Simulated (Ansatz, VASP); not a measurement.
## Two plane-wave programs on ZnO

INCAR

```
SYSTEM = ZnO
PREC     = Accurate       ! precision mode
ENCUT    = 520            ! plane-wave cutoff, eV
EDIFF    = 1E-7           ! SCF threshold, eV
ISMEAR   = -1             ! smearing method
SIGMA    = 0.02           ! smearing width, eV
LREAL    = .False.        ! projectors in reciprocal space
LASPH    = .True.         ! aspherical terms in the spheres
NELM     = 60             ! most SCF steps
ALGO     = Normal         ! electronic algorithm
ISIF     = 2              ! what is computed and relaxed
LWAVE    = .False.        ! write WAVECAR
LCHARG   = .False.        ! write CHGCAR
GGA      = PE             ! functional
NBANDS   = 26             ! bands
```

Contents of KPOINTS:

```
regular mesh
0
Gamma
  12 12 6
  0 0 0
```

The input POSCAR:

```
ZnO
1.0
    3.3647545044      0.0000000000      0.0000000000
   -1.6823772522      2.9139628783      0.0000000000
    0.0000000000      0.0000000000      4.9764103583
Zn O
2 2
Direct
    0.3333333333      0.6666666667     -0.0137324436
    0.6666666667      0.3333333333      0.4862675564
    0.3333333333      0.6666666667      0.3887324436
    0.6666666667      0.3333333333      0.8887324436
```

Input for Ansatz:

```yaml
crystal:
  lattice:
    - [3.3647545044, 0.0, 0.0]
    - [-1.6823772522, 2.9139628783, 0.0]
    - [0.0, 0.0, 4.9764103583]
  atoms:
    - { symbol: Zn, position: [0.3333333333, 0.6666666667, -0.0137324436] }
    - { symbol: Zn, position: [0.6666666667, 0.3333333333, 0.4862675564] }
    - { symbol: O, position: [0.3333333333, 0.6666666667, 0.3887324436] }
    - { symbol: O, position: [0.6666666667, 0.3333333333, 0.8887324436] }
kpoints:
  mp_grid: { grid: [12, 12, 6] }
  band_path:
    path:
      - [0.0, 0.0, 0.0]
      - [0.5, 0.0, 0.0]
      - [0.3333333333, 0.3333333333, 0.0]
      - [0.0, 0.0, 0.5]
      - [0.5, 0.0, 0.5]
      - [0.3333333333, 0.3333333333, 0.5]
    npoints: 1
hamiltonian:
  xc: pbe
scf:
  occupations: { method: fermi_dirac, width: 0.02 }
  n_extra_bands: 5
output:
  forces: true
  stress: true
  eigenvalues: true
```

Change from the starting cell: epitaxial_xy strain +4.0%.

Alike in both runs: task single point; functional PBE; k mesh 12 × 12 × 6; occupations fermi-dirac, width 0.02 eV; no spin polarisation.

|  | VASP | Ansatz |
| --- | --- | --- |
| version | VASP 6.6.1 | Ansatz 0.2.0 |
| potentials or method | VASP PAW PBE potentials, release 64 (Zn, O) | plane waves, PAW |
| plane-wave cutoff (eV) | 520 | 420 |
| valence electrons in the cell | 36 | 36 |

|  | VASP | Ansatz | Ansatz less VASP |
| --- | --- | --- | --- |
| gap on the k mesh at the Fermi level (eV) | 0.82 | 0.83 | +0.016 |
| pressure (GPa) | 1.6 | 0.6 | -0.94 |
| traceless stress, the component that is largest in VASP (GPa) | 5.18 | 5.16 | -0.020 |
| rms of the force components (eV/Å) | 0.025 | 0.016 | -0.0092 |

Atom by atom the forces differ by 0.009 eV/Å (rms over components).
